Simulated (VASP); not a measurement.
# AlNi (Pm-3m) in VASP: relaxation of cell and atoms with r2SCAN

Aim: the relaxation of cell and atoms of AlNi with r2SCAN.

All numbers are computed with VASP 6.6.1; they aren't measurements. Logs are shortened: lines on timing, memory, paths and dates and some standing lists are left out, and cuts for length are marked.

## 1. The cell of the first run

It takes space group Pm-3m (No. 221, cubic). Conventional cell: a = 2.860 Å, b = 2.860 Å, c = 2.860 Å, α = 90.00°, β = 90.00°, γ = 90.00°. Al (site symmetry m-3m) has 8 Ni at 2.48 Å and 6 Al at 2.86 Å within 3.3 Å. Within 3.3 Å of Ni (site symmetry m-3m) lie 8 Al at 2.48 Å and 6 Ni at 2.86 Å.

## 2. Relaxation of cell and atoms, r2SCAN

POSCAR reads:

```
AlNi
1.0
    2.8597112900      0.0000000000      0.0000000000
    0.0000000000      2.8597112900      0.0000000000
    0.0000000000      0.0000000000      2.8597112900
Al Ni
1 1
Direct
    0.5000000000      0.5000000000      0.5000000000
    0.0000000000      0.0000000000      0.0000000000
```

INCAR.step1 reads:

```
SYSTEM = AlNi
PREC     = Accurate       ! precision mode
ENCUT    = 600            ! plane-wave cutoff, eV
ISMEAR   = 0              ! smearing method
SIGMA    = 0.1            ! smearing width, eV
LREAL    = .FALSE.        ! projectors in reciprocal space
LASPH    = .TRUE.         ! aspherical terms in the spheres
NELM     = 100            ! most SCF steps
GGA      = PE             ! functional
ALGO     = Normal         ! electronic algorithm
EDIFF    = 1E-4           ! SCF threshold, eV
LWAVE    = .TRUE.         ! write WAVECAR
LCHARG   = .FALSE.        ! write CHGCAR
```

INCAR.step2 reads:

```
SYSTEM = AlNi
PREC     = Accurate       ! precision mode
ENCUT    = 600            ! plane-wave cutoff, eV
EDIFF    = 1E-7           ! SCF threshold, eV
ISMEAR   = 0              ! smearing method
SIGMA    = 0.1            ! smearing width, eV
LREAL    = .FALSE.        ! projectors in reciprocal space
LASPH    = .TRUE.         ! aspherical terms in the spheres
NELM     = 100            ! most SCF steps
ALGO     = Normal         ! electronic algorithm
ISIF     = 3              ! what is computed and relaxed
LWAVE    = .FALSE.        ! write WAVECAR
LCHARG   = .FALSE.        ! write CHGCAR
METAGGA  = R2SCAN         ! meta-GGA
LMIXTAU  = .TRUE.       
IBRION   = 2              ! ionic algorithm
NSW      = 100            ! ionic steps
EDIFFG   = -0.01          ! ionic threshold
ISTART   = 1
```

KPOINTS reads:

```
regular mesh
0
G
  20 20 20
  0 0 0
```

Potentials or basis: VASP PAW PBE potentials, release 64 (Al, Ni).

Run with:

```bash
$ cat potpaw_PBE.64/Al/POTCAR potpaw_PBE.64/Ni/POTCAR > POTCAR
$ cp INCAR.step1 INCAR
$ mpirun -np 1 vasp_std > vasp.out
$ cp INCAR.step2 INCAR
$ mpirun -np 1 vasp_std > vasp.out
```

OUTCAR:

```text
SYSTEM = AlNi
   PREC = Accurate
   ENCUT = 600
   EDIFF = 1E-7
   ISMEAR = 0
   LREAL = .FALSE.
   LASPH = .TRUE.
   NELM = 100
   ISIF = 3
   METAGGA = R2SCAN
   IBRION = 2
   NSW = 100
   EDIFFG = -0.01
   ISTART = 1

 ion  position               nearest neighbor table
   1  0.500  0.500  0.500-   2 2.48   2 2.48   2 2.48   2 2.48   2 2.48   2 2.48   2 2.48   2 2.48

   2  0.000  0.000  0.000-   1 2.48   1 2.48   1 2.48   1 2.48   1 2.48   1 2.48   1 2.48   1 2.48

  LATTYP: Found a simple cubic cell.
 ALAT       =     2.8597112900

  Lattice vectors:

 A1 = (   2.8597112900,   0.0000000000,   0.0000000000)
 A2 = (   0.0000000000,   2.8597112900,   0.0000000000)
 A3 = (   0.0000000000,   0.0000000000,   2.8597112900)

Analysis of symmetry for initial positions (statically):
=====================================================================
 Subroutine PRICEL returns:
 Original cell was already a primitive cell.

 Routine SETGRP: Setting up the symmetry group for a
 simple cubic supercell.

 Subroutine GETGRP returns: Found 48 space group operations
 (whereof 48 operations were pure point group operations)
 out of a pool of 48 trial point group operations.

The static configuration has the point symmetry O_h .

Analysis of symmetry for dynamics (positions and initial velocities):
=====================================================================
 Subroutine PRICEL returns:
 Original cell was already a primitive cell.

 Routine SETGRP: Setting up the symmetry group for a
 simple cubic supercell.

 Subroutine GETGRP returns: Found 48 space group operations
 (whereof 48 operations were pure point group operations)
 out of a pool of 48 trial point group operations.

The dynamic configuration has the point symmetry O_h .

 Subroutine INISYM returns: Found 48 space group operations
 (whereof 48 operations are pure point group operations),
 and found     1 'primitive' translations

----------------------------------------------------------------------------------------

                                     Primitive cell

  volume of cell :      23.3866

  direct lattice vectors                    reciprocal lattice vectors
     2.859711290  0.000000000  0.000000000     0.349685650  0.000000000  0.000000000
     0.000000000  2.859711290  0.000000000     0.000000000  0.349685650  0.000000000
     0.000000000  0.000000000  2.859711290     0.000000000  0.000000000  0.349685650

  length of vectors
     2.859711290  2.859711290  2.859711290     0.349685650  0.349685650  0.349685650

  position of ions in fractional coordinates (direct lattice)
     0.500000000  0.500000000  0.500000000
     0.000000000  0.000000000  0.000000000

  ion indices of the primitive-cell ions
   primitive index   ion index
                 1           1
                 2           2

----------------------------------------------------------------------------------------

 KPOINTS: regular mesh

Automatic generation of k-mesh.
 Grid dimensions read from file:
 generate k-points for:   20   20   20

 Generating k-lattice:

  Cartesian coordinates                     Fractional coordinates (reciprocal lattice)
     0.017484282  0.000000000  0.000000000     0.050000000  0.000000000  0.000000000
     0.000000000  0.017484282  0.000000000     0.000000000  0.050000000  0.000000000
     0.000000000  0.000000000  0.017484282     0.000000000  0.000000000  0.050000000

  Length of vectors
     0.017484282  0.017484282  0.017484282

  Shift w.r.t. Gamma in fractional coordinates (k-lattice)
     0.000000000  0.000000000  0.000000000

 Subroutine IBZKPT returns following result:
 ===========================================

 Found    286 irreducible k-points:

 Following reciprocal coordinates:
            Coordinates               Weight
  0.000000  0.000000  0.000000      1.000000
  0.050000  0.000000  0.000000      6.000000
  0.100000  0.000000  0.000000      6.000000
  0.150000  0.000000  0.000000      6.000000
  0.200000  0.000000  0.000000      6.000000
  0.250000  0.000000  0.000000      6.000000
[... 16 lines left out ...]
  0.150000  0.100000  0.000000     24.000000
  0.200000  0.100000  0.000000     24.000000
 [... further k-points ...]
   k-points           NKPTS =    286   k-points in BZ     NKDIM =    286   number of bands    NBANDS=     10
   number of dos      NEDOS =    301   number of ions     NIONS =      2
   total plane-waves  NPLWV =  13824
   dimension x,y,z NGX =    24 NGY =   24 NGZ =   24
   dimension x,y,z NGXF=    48 NGYF=   48 NGZF=   48
   ions per type =               1   1
   NGX,Y,Z   is equivalent  to a cutoff of  13.95, 13.95, 13.95 a.u.
   NGXF,Y,Z  is equivalent  to a cutoff of  27.90, 27.90, 27.90 a.u.
 SYSTEM =  AlNi
   PREC   = accura    normal or accurate (medium, high low for compatibility)
   ISTART =      1    job   : 0-new  1-cont  2-samecut
   ICHARG =      0    charge: 1-file 2-atom 10-const
   ISPIN  =      1    spin polarized calculation?
   LNONCOLLINEAR =      F non collinear calculations
   LSORBIT =      F    spin-orbit coupling
   LASPH  =      T    aspherical Exc in radial PAW
   ENCUT  =  600.0 eV  44.10 Ry    6.64 a.u.   5.71  5.71  5.71*2*pi/ulx,y,z
   NELM   =    100;   NELMIN=  2; NELMDL=  0     # of ELM steps
   EDIFF  = 0.1E-06   stopping-criterion for ELM
   LREAL  =      F    real-space projection
   EDIFFG = -.1E-01   stopping-criterion for IOM
   NSW    =    100    number of steps for IOM
   IBRION =      2    ionic relax: 0-MD 1-quasi-New 2-CG
   NFREE  =      1    steps in history (QN), initial steepest desc. (CG)
   ISIF   =      3    stress and relaxation
   ISYM   =      2    0-nonsym 1-usesym 2-fastsym
   POTIM  = 0.5000    time-step for ionic-motion
   TEBEG  =    0.0;   TEEND  =   0.0 temperature during run
   PSTRESS=    0.0 pullay stress
   NELECT =      13.0000    total number of electrons
   NUPDOWN=      -1.0000    fix difference up-down
   EMIN   =  10.00;   EMAX   =-10.00  energy-range for DOS
   EFERMI =   0.00;   METHOD = LEGACY
   ISMEAR =     0;   SIGMA  =   0.10  broadening in eV -4-tet -1-fermi 0-gaus
   EFERMI_NEDOS =   21; number of points for ismear=-14 and -15
   IALGO  =     38    algorithm
   IMIX   =      4    mixing-type and parameters
     AMIX     =   0.40;   BMIX     =  1.00
     AMIX_MAG =   1.60;   BMIX_MAG =  1.00
  volume/ion in A,a.u.               =      11.69        78.91
  Fermi-wavevector in a.u.,A,eV,Ry     =   1.346068  2.543700 24.652394  1.811900
  Thomas-Fermi vector in A             =   2.473930
   LORBIT       =      0    0 simple, 1 ext, 2 COOP (PROOUT), +10 PAW based schemes
   METAGGA = R2SCAN    functional components
   LHFCALC =     F    Hartree Fock is set to
   AEXX    =    0.0000 exact exchange contribution
   IVDW    =     0    specifies the selected vdW correction
   LEPSILON=     F    determine dielectric tensor
   LRPA    =     F    only Hartree local field effects (RPA)
 conjugate gradient relaxation of ions
 non-spin polarized calculation
 Gauss-broadening in eV      SIGMA  =   0.10
  energy-cutoff  :      600.00
  volume of cell :       23.39
 maximum number of plane-waves:       804
 NGX is ok and might be reduce to    24
   NGX = 11   NGY = 11   NGZ = 11

--------------------------------------- Ionic step        1  -------------------------------------------

 number of electron      13.0000010 magnetization

 Free energy of the ion-electron system (eV)
  ---------------------------------------------------
  ext. energy  EPLUGINS =         0.00000000
  ---------------------------------------------------
  free energy    TOTEN  =       -20.06972533 eV

  energy without entropy =      -20.06512061  energy(sigma->0) =      -20.06742297

------------------------ aborting loop because EDIFF is reached ----------------------------------------

  FORCE on cell =-STRESS in cart. coord.  units (eV):
  Direction    XX          YY          ZZ          XY          YZ          ZX
  --------------------------------------------------------------------------------------
  -------------------------------------------------------------------------------------
  Total        0.0476860      0.0476860      0.0476860      0.0000000     -0.0000000      0.0000000
  in kB        3.2668962      3.2668962      3.2668962      0.0000000     -0.0000000      0.0000000
  external PRESSURE =       3.2668962 kB  Pullay stress =       0.0000000 kB
[... 57 lines left out ...]
  energy  without entropy=      -20.0651146627  energy(sigma->0) =      -20.06742589

--------------------------------------- Ionic step        3  -------------------------------------------

 number of electron      13.0000010 magnetization

 Free energy of the ion-electron system (eV)
  ---------------------------------------------------
  ext. energy  EPLUGINS =         0.00000000
  ---------------------------------------------------
  free energy    TOTEN  =       -20.06977001 eV

  energy without entropy =      -20.06515573  energy(sigma->0) =      -20.06746287

 E-fermi :  10.1485     XC(G=0): -13.1210

 val. band max:       10.1437098032   @ k =   0.3500   0.1500   0.1000
 cond. band min:      10.1509051526   @ k =   0.3500   0.2000   0.0500
 fundamental gap:      0.0071953494
 Fermi energy:        10.1484614645

 k-point     1 :       0.0000    0.0000    0.0000
  band No.  band energies     occupation
      1      -1.7106      2.00000
      2       6.7124      2.00000
      3       6.7124      2.00000
      4       8.5127      2.00000
      5       8.5127      2.00000
      6       8.5127      2.00000
      7      16.1426      0.00000
      8      16.1426      0.00000
      9      16.1426      0.00000
     10      18.6211      0.00000
[... 287 lines left out ...]
 k-point    24 :       0.2000    0.1000    0.0000
  band No.  band energies     occupation
      1      -0.7379      2.00000
      2       6.5837      2.00000
      3       6.8832      2.00000
      4       8.1217      2.00000
      5       8.2367      2.00000
      6       8.4702      2.00000
      7      12.1830      0.00000
      8      15.2783      0.00000
      9      17.3674      0.00000
     10      19.7770      0.00000

 [... further k-points ...]

------------------------ aborting loop because EDIFF is reached ----------------------------------------

  FORCE on cell =-STRESS in cart. coord.  units (eV):
  Direction    XX          YY          ZZ          XY          YZ          ZX
  --------------------------------------------------------------------------------------
  -------------------------------------------------------------------------------------
  Total        0.0016293      0.0016293      0.0016293      0.0000000      0.0000000      0.0000000
  in kB        0.1114149      0.1114149      0.1114149      0.0000000      0.0000000      0.0000000
  external PRESSURE =       0.1114149 kB  Pullay stress =       0.0000000 kB
[... 17 lines left out ...]
  FREE ENERGIE OF THE ION-ELECTRON SYSTEM (eV)
  ---------------------------------------------------
  free  energy   TOTEN  =       -20.0697700074 eV

  energy  without entropy=      -20.0651557304  energy(sigma->0) =      -20.06746287

 reached required accuracy - stopping structural energy minimisation
```

It took 2.8 min on 1 thread of Intel Xeon 6975P-C (Granite Rapids), shared host; peak memory 0.22 GiB.

Results:

```
Free energy                            : -20.0698 eV
Relaxed volume                         : 11.71 Å³/atom
Relaxed cell                           : a = 2.861 Å, b = 2.861 Å, c = 2.861 Å, α = 90.00°, β = 90.00°, γ = 90.00°
Space group after relaxing (to 0.05 Å) : Pm-3m (No. 221)
Energy gained by relaxing              : 0.0 meV/atom
Ionic steps                            : 3
Pressure after relaxing                : 0.0 GPa
```

Final structure:
```cif
data_structure
_symmetry_space_group_name_H-M 'P 1'
_symmetry_Int_Tables_number 1
_cell_length_a 2.8615
_cell_length_b 2.8615
_cell_length_c 2.8615
_cell_angle_alpha 90.000
_cell_angle_beta 90.000
_cell_angle_gamma 90.000
_cell_volume 23.43
loop_
_atom_site_label
_atom_site_type_symbol
_atom_site_fract_x
_atom_site_fract_y
_atom_site_fract_z
_atom_site_occupancy
Al1 Al 0.50000 0.50000 0.50000 1
Ni1 Ni 0.00000 0.00000 0.00000 1
```

Caveat: the PAW data sets were made with another functional, which shifts forces and pressure a little.
